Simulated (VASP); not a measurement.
A run of VASP 6.6.1 is set up as follows.

File POSCAR:

```
Sn
1.0
   -1.7379733663      1.7873059321      2.3538281599
    1.7379733663     -1.7873059321      2.3538281599
    1.7379733663      1.7873059321     -2.3538281599
Sn
1
Direct
    0.0000000000      0.0000000000      0.0000000000
```

INCAR.step1

```
SYSTEM = Sn
PREC = Accurate
ENCUT = 520
ISMEAR = -1
SIGMA = 0.05
LREAL = .FALSE.
LASPH = .TRUE.
NELM = 60
NBANDS = 13
GGA = PE
ALGO = Normal
EDIFF = 1E-4
LWAVE = .TRUE.
LCHARG = .FALSE.
```

File INCAR.step2:

```
SYSTEM = Sn
PREC = Accurate
ENCUT = 520
EDIFF = 1E-6
ISMEAR = -1
SIGMA = 0.05
LREAL = .FALSE.
LASPH = .TRUE.
NELM = 60
ALGO = Normal
ISIF = 2
LWAVE = .FALSE.
LCHARG = .FALSE.
METAGGA = R2SCAN
LMIXTAU = .TRUE.
NBANDS = 13
ISTART = 1
```

Contents of KPOINTS:

```
regular mesh
0
G
  11 11 11
  0 0 0
```

Potentials or basis: VASP PAW PBE potentials, release 64 (Sn_d).

Run with:

```bash
$ cat potpaw_PBE.64/Sn_d/POTCAR > POTCAR
$ cp INCAR.step1 INCAR
$ mpirun -np 1 vasp_std > vasp.out
$ cp INCAR.step2 INCAR
$ mpirun -np 1 vasp_std > vasp.out
```

**Question.** Estimate the pressure.

**Answer.** -3.0 GPa.

**Question.** What does it give for the band gap on the k mesh?

**Answer.** Zero (band 7 reaches 14.53 eV, above the bottom of band 8 at 5.43 eV).

Stress tensor (GPa, compression positive):
```
-2.46  0.00  0.00
 0.00 -3.89  0.00
 0.00  0.00 -2.70
```

Caveat: the PAW data sets were made with another functional, which shifts forces and pressure a little; spin-orbit coupling is left out, which moves the levels of the heavy elements.
